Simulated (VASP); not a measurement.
A run of VASP 6.6.1 is set up as follows.

File INCAR:

```
PREC     = Accurate       # precision mode
ENCUT    = 520            # plane-wave cutoff, eV
EDIFF    = 1E-8           # SCF threshold, eV
ISMEAR   = 0              # smearing method
SIGMA    = 0.01           # smearing width, eV
LREAL    = False          # projectors in reciprocal space
LASPH    = True           # aspherical terms in the spheres
NELM     = 100            # most SCF steps
ALGO     = Normal         # electronic algorithm
ISIF     = 2              # what is computed and relaxed
LWAVE    = False          # write WAVECAR
LCHARG   = True           # write CHGCAR
NBANDS   = 11             # bands
IBRION   = 8              # ionic algorithm
NSW      = 1              # ionic steps
LEPSILON = True           # dielectric tensor by DFPT
```

The input KPOINTS:

```
regular mesh
0
Gamma
  10 10 10
```

Contents of POSCAR:

```
MgO
1.0
    0.0000000000      2.0755836595      2.0755836595
    2.0755836595      0.0000000000      2.0755836595
    2.0755836595      2.0755836595      0.0000000000
Mg O
1 1
Direct
    0.0000000000      0.0000000000      0.0000000000
    0.5000000000      0.5000000000      0.5000000000
```

Potentials or basis: VASP PAW LDA potentials, release 64 (Mg, O).

Command:

```bash
$ cat potpaw_LDA.64/Mg/POTCAR potpaw_LDA.64/O/POTCAR > POTCAR
$ mpirun -np 1 vasp_std > vasp.out
```

Problem. Estimate the electronic dielectric tensor (diagonal).

Solution. 3.10.

Problem. What does it give for the Born charges (mean of the diagonal)?

Solution. Mg +1.95; O -1.95 e.

Problem. Predict the highest phonon frequency at Γ, LO-TO splitting left out.

Solution. 420 cm⁻¹.

Born effective charge tensors (e):
atom 1, Mg
```
1.95 0.00 0.00
0.00 1.95 0.00
0.00 0.00 1.95
```
atom 2, O
```
-1.95  0.00  0.00
 0.00 -1.95  0.00
 0.00  0.00 -1.95
```
